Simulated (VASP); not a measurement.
Wanted: the native input for a VASP 6.6.1 run.

| Property | Result |
| --- | --- |
| Task | single point |
| Functional | PBEsol |
| Potentials or basis | VASP PAW PBE potentials, release 64 (Y_sv, N) |
| Cutoff | 600 eV |
| k mesh | 10 × 10 × 10 |
| Occupations | gaussian, width 0.01 eV |
| Spin | no spin polarisation |
| Dipole correction | no |
| Further INCAR settings | ALGO = Normal; EDIFF = 1e-06; NBANDS = 15 |

The structure of YN (sol2) lies in POSCAR:

```
YN
1.0
    0.0000000000      2.4040521131      2.4040521131
    2.4040521131      0.0000000000      2.4040521131
    2.4040521131      2.4040521131      0.0000000000
Y N
1 1
Direct
    0.0000000000      0.0000000000      0.0000000000
    0.5000000000      0.5000000000      0.5000000000
```

This cell differs from its parent crystal: strained cell.

One way to write it, as run:

INCAR

```
SYSTEM = YN
PREC     = Accurate       ! precision mode
ENCUT    = 600            ! plane-wave cutoff, eV
EDIFF    = 1E-6           ! SCF threshold, eV
ISMEAR   = 0              ! smearing method
SIGMA    = 0.01           ! smearing width, eV
LREAL    = .False.        ! projectors in reciprocal space
LASPH    = .True.         ! aspherical terms in the spheres
NELM     = 120            ! most SCF steps
ALGO     = Normal         ! electronic algorithm
ISIF     = 2              ! what is computed and relaxed
LWAVE    = .False.        ! write WAVECAR
LCHARG   = .False.        ! write CHGCAR
GGA      = PS             ! functional
NBANDS   = 15             ! bands
GGA_COMPAT= .False.
```

KPOINTS

```
regular mesh
0
Gamma
  10 10 10
  0 0 0
```

Potentials or basis: VASP PAW PBE potentials, release 64 (Y_sv, N).

Run with:

```sh
$ cat potpaw_PBE.64/Y_sv/POTCAR potpaw_PBE.64/N/POTCAR > POTCAR
$ mpirun -np 1 vasp_std > vasp.out
```

Results of the run:

```yaml
Pressure: 5.2 GPa
Band_gap_on_the_k_mesh: 0.01 eV, indirect (least direct gap 0.36 eV)
```

Caveat: the cell differs from its parent crystal (strained cell); the PAW data sets were made with another functional, which shifts forces and pressure a little.

It took 50 s on 1 thread of Intel Xeon 8259CL, on a shared host, peak memory 0.19 GiB.
